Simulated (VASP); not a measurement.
# In (I4/mmm) in VASP: settings compared, part 2 of 2

VASP 6.6.1. The steps go on from the part before.

## Step 3: Single point, PBE

This run uses another cell than the first one, of 27.41 Å³/atom, 1.048 times its volume.

INCAR reads:

```
SYSTEM = In
PREC = Accurate
ENCUT = 520
EDIFF = 1E-6
ISMEAR = -1
SIGMA = 0.05
LREAL = .False.
LASPH = .True.
NELM = 60
ALGO = Normal
ISIF = 2
LWAVE = .False.
LCHARG = .False.
GGA = PE
NBANDS = 12
```

KPOINTS reads:

```
Automatic mesh
0
Gamma
  11 11 11
  0 0 0
```

POSCAR reads:

```
In
1.0
   -1.6737194805      1.6737194805      2.4458536549
    1.6737194805     -1.6737194805      2.4458536549
    1.6737194805      1.6737194805     -2.4458536549
In
1
Direct
    0.0000000000      0.0000000000      0.0000000000
```

Potentials or basis: VASP PAW PBE potentials, release 64 (In_d).

Started as:

```
cat potpaw_PBE.64/In_d/POTCAR > POTCAR
mpirun -np 1 vasp_std > vasp.out
```

OUTCAR:

```text
SYSTEM = In
   PREC = Accurate
   ENCUT = 520
   EDIFF = 1E-6
   ISMEAR = -1
   LREAL = .False.
   LASPH = .True.
   NELM = 60
   ISIF = 2
   GGA = PE

 ion  position               nearest neighbor table
   1  0.000  0.000  0.000-

  LATTYP: Found a body centered tetragonal cell.
 ALAT       =     3.3474389610
 C/A-ratio  =     1.4613283070

  Lattice vectors:

 A1 = (  -1.6737194805,   1.6737194805,   2.4458536549)
 A2 = (   1.6737194805,  -1.6737194805,   2.4458536549)
 A3 = (   1.6737194805,   1.6737194805,  -2.4458536549)

Analysis of symmetry for initial positions (statically):
=====================================================================
 Subroutine PRICEL returns:
 Original cell was already a primitive cell.

 Routine SETGRP: Setting up the symmetry group for a
 body centered tetragonal supercell.

 Subroutine GETGRP returns: Found 16 space group operations
 (whereof 16 operations were pure point group operations)
 out of a pool of 16 trial point group operations.

The static configuration has the point symmetry D_4h.

Analysis of symmetry for dynamics (positions and initial velocities):
=====================================================================
 Subroutine PRICEL returns:
[... 161 lines left out ...]

 k-point     1 :       0.0000    0.0000    0.0000
  band No.  band energies     occupation
      1      -7.6123      2.00000
      2      -7.5741      2.00000
      3      -7.5741      2.00000
      4      -7.4583      2.00000
      5      -7.4154      2.00000
      6      -2.2239      2.00000
      7      17.1422      0.00000
      8      17.1422      0.00000
      9      17.2174      0.00000
     10      18.4361      0.00000
     11      20.5800      0.00000
     12      20.6445      0.00000
[... 331 lines left out ...]
 k-point    24 :      -0.1818    0.1818    0.0000
  band No.  band energies     occupation
      1      -7.6318      2.00000
      2      -7.5106      2.00000
      3      -7.4927      2.00000
      4      -7.4920      2.00000
      5      -7.4066      2.00000
      6      -1.2675      2.00000
      7      14.0489      0.00000
      8      14.1632      0.00000
      9      14.6958      0.00000
     10      16.2253      0.00000
     11      17.9211      0.00000
     12      24.2651      0.00000

 [... further k-points ...]
[... 5 lines left out ...]
  --------------------------------------------------------------------------------------
  -------------------------------------------------------------------------------------
  Total       -0.0072021     -0.0072021     -0.0017575      0.0000000      0.0000000      0.0000000
  in kB       -0.4210309     -0.4210309     -0.1027426      0.0000000      0.0000000      0.0000000
  external PRESSURE =      -0.3149348 kB  Pullay stress =       0.0000000 kB

 VOLUME and BASIS-vectors are now :
 -----------------------------------------------------------------------------
  energy-cutoff  :      520.00
  volume of cell :       27.41
      direct lattice vectors                 reciprocal lattice vectors
    -1.673719480  1.673719480  2.445853655     0.000000000  0.298735843  0.204427603
     1.673719480 -1.673719480  2.445853655     0.298735843  0.000000000  0.204427603
     1.673719480  1.673719480 -2.445853655     0.298735843  0.298735843  0.000000000

 POSITION                                       TOTAL-FORCE (eV/Angst)
 -----------------------------------------------------------------------------------
      0.00000      0.00000      0.00000         0.000000     -0.000000      0.000000
 -----------------------------------------------------------------------------------
    total drift:                                0.000000     -0.000000     -0.000000

  FREE ENERGIE OF THE ION-ELECTRON SYSTEM (eV)
  ---------------------------------------------------
  free  energy   TOTEN  =        -2.5607337040 eV

  energy  without entropy=       -2.5557484343  energy(sigma->0) =       -2.55824107
```

OSZICAR:

```text
N       E                     dE             d eps       ncg     rms          rms(c)
DAV:   1     0.779478922195E+02    0.77948E+02   -0.62931E+03  3060   0.135E+03
DAV:   2     0.125903643415E+01   -0.76689E+02   -0.74862E+02  3152   0.289E+02
DAV:   3    -0.249307482178E+01   -0.37521E+01   -0.37404E+01  3648   0.640E+01
DAV:   4    -0.258117355258E+01   -0.88099E-01   -0.88071E-01  3832   0.987E+00
DAV:   5    -0.258514609698E+01   -0.39725E-02   -0.39724E-02  4296   0.182E+00    0.207E+00
DAV:   6    -0.256473735406E+01    0.20409E-01   -0.33329E-02  3828   0.366E+00    0.103E+00
DAV:   7    -0.256092996340E+01    0.38074E-02   -0.10659E-02  3972   0.190E+00    0.238E-01
DAV:   8    -0.256072565368E+01    0.20431E-03   -0.83838E-04  4312   0.481E-01    0.304E-02
DAV:   9    -0.256073297797E+01   -0.73243E-05   -0.11218E-05  4052   0.461E-02    0.146E-02
DAV:  10    -0.256073370398E+01   -0.72601E-06   -0.12465E-06  3428   0.111E-02
   1 F= -.25607337E+01 E0= -.25582411E+01  d E =-.498527E-02
```

stdout:

```text
POSCAR found type information on POSCAR In
 POSCAR found :  1 types and       1 ions
 scaLAPACK will be used
 LDA part: xc-table for (Slater+PW92), standard interpolation
 POSCAR, INCAR and KPOINTS ok, starting setup
 FFT: planning ... GRIDC
 FFT: planning ... GRID_SOFT
 FFT: planning ... GRID
 WAVECAR not read
 entering main loop
```

Run time: 34 s. Hardware: 1 thread of Intel Xeon Platinum 8375C at 2.90GHz (Ice Lake), shared host; peak memory 0.18 GiB.

Results:

```yaml
Free_energy: -2.5607 eV
Pressure: 0.0 GPa
```

Caveat: spin-orbit coupling is left out, which moves the levels of the heavy elements.

## Step 4: Relaxation of cell and atoms, PBE

INCAR reads:

```
  PREC = Accurate
  ENCUT = 600
  EDIFF = 1E-6
  ISMEAR = -1
  SIGMA = 0.05
  LREAL = False
  LASPH = True
  NELM = 60
  ALGO = Fast
  ISIF = 3
  LWAVE = False
  LCHARG = False
  GGA = PE
  IBRION = 2
  NSW = 60
  EDIFFG = -0.01
```

KPOINTS reads:

```
Automatic mesh
0
Gamma
  11 11 11
```

POSCAR reads:

```
In
1.0
   -1.6254700000      1.6254700000      2.4737000000
    1.6254700000     -1.6254700000      2.4737000000
    1.6254700000      1.6254700000     -2.4737000000
In
1
Direct
    0.0000000000      0.0000000000      0.0000000000
```

Started as:

```
cat potpaw_PBE.64/In_d/POTCAR > POTCAR
mpirun -np 1 vasp_std > vasp.out
```

Wall time 2.5 min (1 thread of Intel Xeon Platinum 8375C at 2.90GHz (Ice Lake), shared host); peak memory 0.19 GiB.

The run converged. Its results:

* Free energy: -2.5605 eV
* Relaxed volume: 27.40 Å³/atom
* Relaxed cell: a = 3.406 Å, b = 3.406 Å, c = 3.406 Å, α = 121.23°, β = 121.23°, γ = 87.88°
* Space group after relaxing (to 0.05 Å): I4/mmm (No. 139)
* Energy gained by relaxing: 9.2 meV/atom
* Ionic steps: 10
* Pressure after relaxing: 0.0 GPa

Step by step:
| step | energy change (eV) | largest force (eV/Å) | pressure (GPa) | volume (Å³) |
| --- | --- | --- | --- | --- |
| 1 | 0.0000 | 0.0000 | 2.02 | 26.14 |
| 2 | -0.0084 | 0.0000 | 0.07 | 27.41 |
| 3 | -0.0084 | 0.0000 | 0.07 | 27.46 |
| 4 | -0.0084 | 0.0000 | 0.05 | 27.46 |
| 5 | -0.0085 | 0.0000 | 0.04 | 27.45 |
| 6 | -0.0086 | 0.0000 | 0.01 | 27.44 |
| 7 | -0.0090 | 0.0000 | 0.00 | 27.42 |
| 8 | -0.0091 | 0.0000 | 0.06 | 27.37 |
| 9 | -0.0092 | 0.0000 | 0.04 | 27.39 |
| 10 | -0.0092 | 0.0000 | 0.02 | 27.40 |

Final structure:
```
In
1.0
    -1.67126    1.67126    2.45253
     1.67126   -1.67126    2.45253
     1.67126    1.67126   -2.45253
In
1
Direct
  0.00000 0.00000 0.00000
```

Levels at points of the mesh, in eV from the Fermi level:
```
           k point  band 4  band 5  band 6  band 7  band 8  band 9
(0.00, 0.00, 0.00)  -14.50  -14.45   -9.26   10.11   10.11   10.19
```

Caveat: spin-orbit coupling is left out, which moves the levels of the heavy elements.

## Step 5: Relaxation of cell and atoms, LDA

INCAR reads:

```
SYSTEM = In
  PREC = Accurate
  ENCUT = 600
  EDIFF = 1E-7
  ISMEAR = -1
  SIGMA = 0.05
  LREAL = .FALSE.
  LASPH = .TRUE.
  NELM = 80
  ALGO = Normal
  ISIF = 3
  LWAVE = .FALSE.
  LCHARG = .FALSE.
  GGA = CA
  IBRION = 2
  NSW = 60
  EDIFFG = -0.01
```

KPOINTS reads:

```
regular mesh
0
G
  11 11 11
  0 0 0
```

POSCAR is that of step 4.

Potentials or basis: VASP PAW LDA potentials, release 64 (In_d).

Started as:

```
cat potpaw_LDA.64/In_d/POTCAR > POTCAR
mpirun -np 1 vasp_std > vasp.out
```

It took 2.6 min on 1 thread of Intel Xeon Platinum 8375C at 2.90GHz (Ice Lake), shared host; peak memory 0.18 GiB.

Results (log left out):

```yaml
Free_energy: -3.2185 eV
Relaxed_volume: 24.63 Å³/atom
Relaxed_cell: a = 3.290 Å, b = 3.290 Å, c = 3.290 Å, α = 121.37°, β = 121.37°, γ = 87.65°
Space_group_after_relaxing_to_0.05_Å: I4/mmm (No. 139)
Energy_gained_by_relaxing: 13.7 meV/atom
Ionic_steps: 9
Pressure_after_relaxing: 0.0 GPa
```

The path:
| step | energy change (eV) | largest force (eV/Å) | pressure (GPa) | volume (Å³) |
| --- | --- | --- | --- | --- |
| 1 | 0.0000 | 0.0000 | -2.49 | 26.14 |
| 2 | -0.0122 | 0.0000 | 0.07 | 24.64 |
| 3 | -0.0122 | 0.0000 | -0.01 | 24.67 |
| 4 | -0.0124 | 0.0000 | -0.01 | 24.66 |
| 5 | -0.0131 | 0.0000 | -0.01 | 24.63 |
| 6 | -0.0136 | 0.0000 | 0.14 | 24.57 |
| 7 | -0.0137 | 0.0000 | 0.09 | 24.59 |
| 8 | -0.0137 | 0.0000 | -0.15 | 24.71 |
| 9 | -0.0137 | 0.0000 | 0.01 | 24.63 |

Final structure:
```
In
1.0
    -1.61081    1.61081    2.37345
     1.61081   -1.61081    2.37345
     1.61081    1.61081   -2.37345
In
1
Cartesian
  0.0000 0.0000 0.0000
```

Levels at points of the mesh, in eV from the Fermi level:
```tsv
k point	band 4	band 5	band 6	band 7	band 8	band 9
(0.00, 0.00, 0.00)	-14.47	-14.40	-10.01	10.96	10.96	11.07
```

Caveat: spin-orbit coupling is left out, which moves the levels of the heavy elements.

## Step 6: Summary

```tsv
task	level	potentials or basis	cell	cutoff (eV)	gap on the mesh (eV)	pressure (GPa)	relaxed volume (Å³/atom)
single point	revPBE	VASP PAW PBE potentials, release 64 (In_d)	a = 3.377 Å, angles 122.5, 122.5, 85.8°, 1 atom	520	none	3.3	-
single point	PBE	VASP PAW PBE potentials, release 64 (In_d)	a = 3.404 Å, angles 121.1, 121.1, 88.1°, 1 atom	520	none	0.0	-
relaxation of cell and atoms	PBE	VASP PAW PBE potentials, release 64 (In_d)	relaxed from a = 3.377 Å, angles 122.5, 122.5, 85.8°, 1 atom	600	none	0.0	27.40
relaxation of cell and atoms	LDA	VASP PAW LDA potentials, release 64 (In_d)	relaxed from a = 3.377 Å, angles 122.5, 122.5, 85.8°, 1 atom	600	none	0.0	24.63
```

Alike in all rows: no spin polarisation; k mesh 11 × 11 × 11; smearing fermi-dirac 0.05 eV.

Caveats: spin-orbit coupling is left out, which moves the levels of the heavy elements; the PAW data sets were made with another functional, which shifts forces and pressure a little (some runs).

Absolute energies hang on the potentials; compare differences alone.
